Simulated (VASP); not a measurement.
Runs of VASP 6.6.1 on Be3Bi2. The structure is that of space group P6/mmm (No. 191), or close to it. The cells are those of the table. The cell was generated, and may not be a known phase.

| task | cell | k mesh | cutoff (eV) | gap on the mesh (eV) | pressure (GPa) | relaxed volume (Å³/atom) |
| --- | --- | --- | --- | --- | --- | --- |
| single point | a = 4.262, b = 4.262, c = 5.145 Å, angles 90.0, 90.0, 120.0°, 5 atoms | 6 × 6 × 4 | 520 | none | (a) | - |
| relaxation of cell and atoms | relaxed from a = 4.974, b = 4.974, c = 5.428 Å, angles 90.0, 90.0, 120.0°, 5 atoms | 12 × 12 × 8 | 600 | none | 0.0 | 23.28 |
| single point | a = 4.974, b = 4.974, c = 5.428 Å, angles 90.0, 90.0, 120.0°, 5 atoms | 6 × 6 × 4 | 520 | none | 0.1 | - |
| single point | a = 5.003, b = 5.003, c = 5.364 Å, angles 90.0, 90.0, 120.0°, 5 atoms | 12 × 12 × 8 | 520 | none | 0.0 | - |
| relaxation of cell and atoms | relaxed from a = 4.262, b = 4.262, c = 5.145 Å, angles 90.0, 90.0, 120.0°, 5 atoms | 6 × 6 × 4 | 600 | none | 0.1 | 23.26 |

Alike in all rows: level PBE; potentials or basis VASP PAW PBE potentials, release 64 (Be, Bi_d); no spin polarisation; smearing gaussian 0.1 eV.

Fill in the values left out.

(a) 43.8.

Caveats: spin-orbit coupling is left out, which moves the levels of the heavy elements; the stress differs along the axes, from 17 to 57 GPa (at least some runs); the volume moved by over 15 % at a fixed basis, so the end points are rough (at least some runs).

A k mesh can miss the band edges, and the runs leave out spin-orbit coupling on Bi.

A gap of «none» marks levels without a gap at the run's occupations.
